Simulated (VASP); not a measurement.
# Mo (Pm-3m) in VASP: notebook

The runs below take Mo through single point, relaxation of cell and atoms, with PBE.

All numbers are computed with VASP 6.6.1; they aren't measurements. Logs are shortened: lines on timing, memory, paths and dates and some standing lists are left out, and cuts for length are marked.

## Step 1: The cell of the first run

Symmetry: Pm-3m, No. 221, cubic system. Conventional cell: a = 2.527 Å, b = 2.527 Å, c = 2.527 Å, α = 90.00°, β = 90.00°, γ = 90.00°. Mo (site symmetry m-3m) has 6 Mo at 2.53 Å within 3.3 Å.

## Step 2: Single point, PBE

INCAR

```
PREC = Accurate
ENCUT = 500
EDIFF = 1E-6
ISMEAR = -1
SIGMA = 0.1
LREAL = F
LASPH = T
NELM = 120
ALGO = Normal
ISIF = 2
LWAVE = F
LCHARG = F
GGA = PE
NBANDS = 13
GGA_COMPAT = F
```

KPOINTS

```
regular mesh
0
Gamma
  10 10 10
```

POSCAR

```
Mo
1.0
    2.5274558542      0.0000000000      0.0000000000
    0.0000000000      2.5274558542      0.0000000000
    0.0000000000      0.0000000000      2.5274558542
Mo
1
Direct
    0.0000000000      0.0000000000      0.0000000000
```

Potentials or basis: VASP PAW PBE potentials, release 64 (Mo_sv).

The run is started by

```
$ cat potpaw_PBE.64/Mo_sv/POTCAR > POTCAR
$ mpirun -np 1 vasp_std > vasp.out
```

OUTCAR:

```text
PREC = Accurate
   ENCUT = 500
   EDIFF = 1E-6
   ISMEAR = -1
   LREAL = F
   LASPH = T
   NELM = 120
   ISIF = 2
   GGA = PE

 ion  position               nearest neighbor table
   1  0.000  0.000  0.000-

  LATTYP: Found a simple cubic cell.
 ALAT       =     2.5274558542

  Lattice vectors:

 A1 = (   2.5274558542,   0.0000000000,   0.0000000000)
 A2 = (   0.0000000000,   2.5274558542,   0.0000000000)
 A3 = (   0.0000000000,   0.0000000000,   2.5274558542)

Analysis of symmetry for initial positions (statically):
=====================================================================
 Subroutine PRICEL returns:
 Original cell was already a primitive cell.

 Routine SETGRP: Setting up the symmetry group for a
 simple cubic supercell.

 Subroutine GETGRP returns: Found 48 space group operations
 (whereof 48 operations were pure point group operations)
 out of a pool of 48 trial point group operations.

The static configuration has the point symmetry O_h .

Analysis of symmetry for dynamics (positions and initial velocities):
=====================================================================
 Subroutine PRICEL returns:
 Original cell was already a primitive cell.

 Routine SETGRP: Setting up the symmetry group for a
 simple cubic supercell.

 Subroutine GETGRP returns: Found 48 space group operations
 (whereof 48 operations were pure point group operations)
 out of a pool of 48 trial point group operations.

The dynamic configuration has the point symmetry O_h .

 Subroutine INISYM returns: Found 48 space group operations
 (whereof 48 operations are pure point group operations),
 and found     1 'primitive' translations

----------------------------------------------------------------------------------------

                                     Primitive cell

  volume of cell :      16.1455

  direct lattice vectors                    reciprocal lattice vectors
     2.527455854  0.000000000  0.000000000     0.395654784  0.000000000  0.000000000
     0.000000000  2.527455854  0.000000000     0.000000000  0.395654784  0.000000000
     0.000000000  0.000000000  2.527455854     0.000000000  0.000000000  0.395654784

  length of vectors
     2.527455854  2.527455854  2.527455854     0.395654784  0.395654784  0.395654784

  position of ions in fractional coordinates (direct lattice)
     0.000000000  0.000000000  0.000000000

  ion indices of the primitive-cell ions
   primitive index   ion index
                 1           1

----------------------------------------------------------------------------------------

 KPOINTS: regular mesh

Automatic generation of k-mesh.
 Grid dimensions read from file:
 generate k-points for:   10   10   10

 Generating k-lattice:

  Cartesian coordinates                     Fractional coordinates (reciprocal lattice)
     0.039565478  0.000000000  0.000000000     0.100000000  0.000000000  0.000000000
     0.000000000  0.039565478  0.000000000     0.000000000  0.100000000  0.000000000
     0.000000000  0.000000000  0.039565478     0.000000000  0.000000000  0.100000000

  Length of vectors
     0.039565478  0.039565478  0.039565478

  Shift w.r.t. Gamma in fractional coordinates (k-lattice)
     0.000000000  0.000000000  0.000000000

 Subroutine IBZKPT returns following result:
 ===========================================

 Found     56 irreducible k-points:

 Following reciprocal coordinates:
            Coordinates               Weight
  0.000000  0.000000  0.000000      1.000000
  0.100000  0.000000  0.000000      6.000000
  0.200000  0.000000  0.000000      6.000000
  0.300000  0.000000  0.000000      6.000000
  0.400000  0.000000  0.000000      6.000000
  0.500000  0.000000  0.000000      3.000000
[... 16 lines left out ...]
  0.200000  0.100000  0.100000     24.000000
  0.300000  0.100000  0.100000     24.000000
 [... further k-points ...]
   k-points           NKPTS =     56   k-points in BZ     NKDIM =     56   number of bands    NBANDS=     13
   number of dos      NEDOS =    301   number of ions     NIONS =      1
   total plane-waves  NPLWV =   5832
   dimension x,y,z NGX =    18 NGY =   18 NGZ =   18
   dimension x,y,z NGXF=    36 NGYF=   36 NGZF=   36
   ions per type =               1
   NGX,Y,Z   is equivalent  to a cutoff of  11.84, 11.84, 11.84 a.u.
   NGXF,Y,Z  is equivalent  to a cutoff of  23.68, 23.68, 23.68 a.u.
 SYSTEM =  unknown system
   PREC   = accura    normal or accurate (medium, high low for compatibility)
   ISTART =      0    job   : 0-new  1-cont  2-samecut
   ICHARG =      2    charge: 1-file 2-atom 10-const
   ISPIN  =      1    spin polarized calculation?
   LNONCOLLINEAR =      F non collinear calculations
   LSORBIT =      F    spin-orbit coupling
   LASPH  =      T    aspherical Exc in radial PAW
   ENCUT  =  500.0 eV  36.75 Ry    6.06 a.u.   4.61  4.61  4.61*2*pi/ulx,y,z
   NELM   =    120;   NELMIN=  2; NELMDL= -5     # of ELM steps
   EDIFF  = 0.1E-05   stopping-criterion for ELM
   LREAL  =      F    real-space projection
   EDIFFG = 0.1E-04   stopping-criterion for IOM
   NSW    =      0    number of steps for IOM
   IBRION =     -1    ionic relax: 0-MD 1-quasi-New 2-CG
   NFREE  =      0    steps in history (QN), initial steepest desc. (CG)
   ISIF   =      2    stress and relaxation
   ISYM   =      2    0-nonsym 1-usesym 2-fastsym
   POTIM  = 0.5000    time-step for ionic-motion
   TEBEG  =    0.0;   TEEND  =   0.0 temperature during run
   PSTRESS=    0.0 pullay stress
   NELECT =      14.0000    total number of electrons
   NUPDOWN=      -1.0000    fix difference up-down
   EMIN   =  10.00;   EMAX   =-10.00  energy-range for DOS
   EFERMI =   0.00;   METHOD = LEGACY
   ISMEAR =    -1;   SIGMA  =   0.10  broadening in eV -4-tet -1-fermi 0-gaus
   EFERMI_NEDOS =   21; number of points for ismear=-14 and -15
   IALGO  =     38    algorithm
   IMIX   =      4    mixing-type and parameters
     AMIX     =   0.40;   BMIX     =  1.00
     AMIX_MAG =   1.60;   BMIX_MAG =  1.00
  volume/ion in A,a.u.               =      16.15       108.96
  Fermi-wavevector in a.u.,A,eV,Ry     =   1.561112  2.950073 33.158340  2.437069
  Thomas-Fermi vector in A             =   2.664225
   LORBIT       =      0    0 simple, 1 ext, 2 COOP (PROOUT), +10 PAW based schemes
   GGA     = PE    functional components
   LHFCALC =     F    Hartree Fock is set to
   AEXX    =    0.0000 exact exchange contribution
   IVDW    =     0    specifies the selected vdW correction
   LEPSILON=     F    determine dielectric tensor
   LRPA    =     F    only Hartree local field effects (RPA)
 non-spin polarized calculation
  energy-cutoff  :      500.00
  volume of cell :       16.15
 maximum number of plane-waves:       437
   NGX =  9   NGY =  9   NGZ =  9

 number of electron      14.0000002 magnetization

 Free energy of the ion-electron system (eV)
  ---------------------------------------------------
  ext. energy  EPLUGINS =         0.00000000
  ---------------------------------------------------
  free energy    TOTEN  =        -9.71160746 eV

  energy without entropy =       -9.66606704  energy(sigma->0) =       -9.68883725

 E-fermi :  12.0116     XC(G=0): -13.0564

 val. band max:       12.0006520767   @ k =   0.3000   0.2000   0.2000
 cond. band min:      12.0505956559   @ k =   0.4000   0.2000   0.1000
 fundamental gap:      0.0499435792
 Fermi energy:        12.0116421703

 k-point     1 :       0.0000    0.0000    0.0000
  band No.  band energies     occupation
      1     -49.1715      2.00000
      2     -22.2317      2.00000
      3     -22.2317      2.00000
      4     -22.2317      2.00000
      5       5.2130      2.00000
      6       7.3457      2.00000
      7       7.3457      2.00000
      8      16.2850      0.00000
      9      16.2850      0.00000
     10      16.2850      0.00000
     11      28.1843      0.00000
     12      28.1843      0.00000
     13      28.1843      0.00000

 k-point     2 :       0.1000    0.0000    0.0000
  band No.  band energies     occupation
      1     -49.1463      2.00000
      2     -22.4276      2.00000
      3     -22.2150      2.00000
      4     -22.2150      2.00000
      5       5.5332      2.00000
      6       7.4309      2.00000
      7       7.7483      2.00000
      8      15.8086      0.00000
      9      15.8087      0.00000
     10      16.3198      0.00000
     11      26.7185      0.00000
     12      28.8494      0.00000
     13      28.8494      0.00000

 k-point     3 :       0.2000    0.0000    0.0000
  band No.  band energies     occupation
      1     -49.0798      2.00000
      2     -22.9222      2.00000
      3     -22.1708      2.00000
      4     -22.1708      2.00000
      5       6.2787      2.00000
      6       7.6627      2.00000
      7       8.9636      2.00000
      8      14.7426      0.00000
      9      14.7426      0.00000
     10      16.4123      0.00000
     11      24.2536      0.00000
     12      30.4191      0.00000
     13      30.4191      0.00000
[... 305 lines left out ...]
 k-point    23 :       0.2000    0.1000    0.1000
  band No.  band energies     occupation
      1     -49.0302      2.00000
      2     -22.8820      2.00000
      3     -22.3532      2.00000
      4     -22.3361      2.00000
      5       6.9205      2.00000
      6       8.2821      2.00000
      7       9.1938      2.00000
      8      14.2618      0.00000
      9      14.3360      0.00000
     10      15.4983      0.00000
     11      25.3831      0.00000
     12      28.8958      0.00000
     13      29.3216      0.00000

 k-point    24 :       0.3000    0.1000    0.1000
  band No.  band energies     occupation
      1     -48.9472      2.00000
      2     -23.4554      2.00000
      3     -22.2945      2.00000
      4     -22.2784      2.00000
      5       7.7499      2.00000
      6       8.5902      2.00000
      7      10.4384      2.00000
      8      13.0814      0.00005
      9      13.9055      0.00000
     10      15.6506      0.00000
     11      23.3093      0.00000
     12      28.9686      0.00000
     13      30.0689      0.00000

 [... further k-points ...]
[... 5 lines left out ...]
  --------------------------------------------------------------------------------------
  -------------------------------------------------------------------------------------
  Total        2.0880196      2.0880196      2.0880196     -0.0000000     -0.0000000     -0.0000000
  in kB      207.2022272    207.2022272    207.2022272     -0.0000000     -0.0000000     -0.0000000
  external PRESSURE =     207.2022272 kB  Pullay stress =       0.0000000 kB

 VOLUME and BASIS-vectors are now :
 -----------------------------------------------------------------------------
  energy-cutoff  :      500.00
  volume of cell :       16.15
      direct lattice vectors                 reciprocal lattice vectors
     2.527455854  0.000000000  0.000000000     0.395654784  0.000000000  0.000000000
     0.000000000  2.527455854  0.000000000     0.000000000  0.395654784  0.000000000
     0.000000000  0.000000000  2.527455854     0.000000000  0.000000000  0.395654784

 POSITION                                       TOTAL-FORCE (eV/Angst)
 -----------------------------------------------------------------------------------
      0.00000      0.00000      0.00000         0.000000      0.000000      0.000000
 -----------------------------------------------------------------------------------
    total drift:                               -0.000000      0.000000      0.000000

  FREE ENERGIE OF THE ION-ELECTRON SYSTEM (eV)
  ---------------------------------------------------
  free  energy   TOTEN  =        -9.7116074560 eV

  energy  without entropy=       -9.6660670413  energy(sigma->0) =       -9.68883725
```

Wall time 3.4 s (1 thread of Intel Xeon 6975P-C (Granite Rapids), shared host); peak memory 0.12 GiB.

What came out:

```yaml
Free_energy: -9.7116 eV
Pressure: 20.7 GPa
Band_gap_on_the_k_mesh: zero (band 7 reaches 13.51 eV, above the bottom of band 8 at 10.94 eV)
```

## Step 3: Single point, PBE

This run uses another cell than the first one, of 17.63 Å³/atom, 1.092 times its volume.

INCAR

```
PREC = Accurate ; ENCUT = 500
EDIFF = 1E-6 ; ISMEAR = -1
SIGMA = 0.1 ; LREAL = F
LASPH = T ; NELM = 120
ALGO = Normal ; ISIF = 2
LWAVE = F ; LCHARG = T
GGA = PE ; LELF = T
LVHAR = T ; NBANDS = 13
GGA_COMPAT = F
```

KPOINTS

```
Automatic mesh
0
Gamma
  10 10 10
```

POSCAR

```
Mo
1.0
    2.6026920182      0.0000000000      0.0000000000
    0.0000000000      2.6026920182      0.0000000000
    0.0000000000      0.0000000000      2.6026920182
Mo
1
Direct
    0.0000000000      0.0000000000      0.0000000000
```

Potentials or basis: VASP PAW PBE potentials, release 64 (Mo_sv).

The run is started by

```
$ cat potpaw_PBE.64/Mo_sv/POTCAR > POTCAR
$ mpirun -np 1 vasp_std > vasp.out
```

Wall time 4.3 s (1 thread of Intel Xeon 6975P-C (Granite Rapids), shared host); peak memory 0.12 GiB.

The run converged. Its results:

| Item | Value |
| --- | --- |
| Free energy | -9.8037 eV |
| Pressure | 0.5 GPa |
| Band gap on the k mesh | zero (band 7 reaches 12.06 eV, above the bottom of band 8 at 9.59 eV) |

Levels at points of the mesh, in eV from the Fermi level:
```csv
k point,band 4,band 5,band 6,band 7,band 8,band 9,band 10,band 11
"(0.00, 0.00, 0.00)",-34.41,-6.52,-4.18,-4.18,3.78,3.78,3.78,15.40
"(0.50, 0.00, 0.00)",-34.28,-3.52,-3.30,0.03,0.59,0.59,4.10,9.05
"(0.50, 0.50, 0.00)",-34.15,-5.33,-2.29,1.24,1.24,5.70,5.70,6.00
"(0.50, 0.50, 0.50)",-35.48,-3.75,-3.75,-3.75,6.22,6.22,7.67,12.68
```

(Continued in part 2 of 2.)
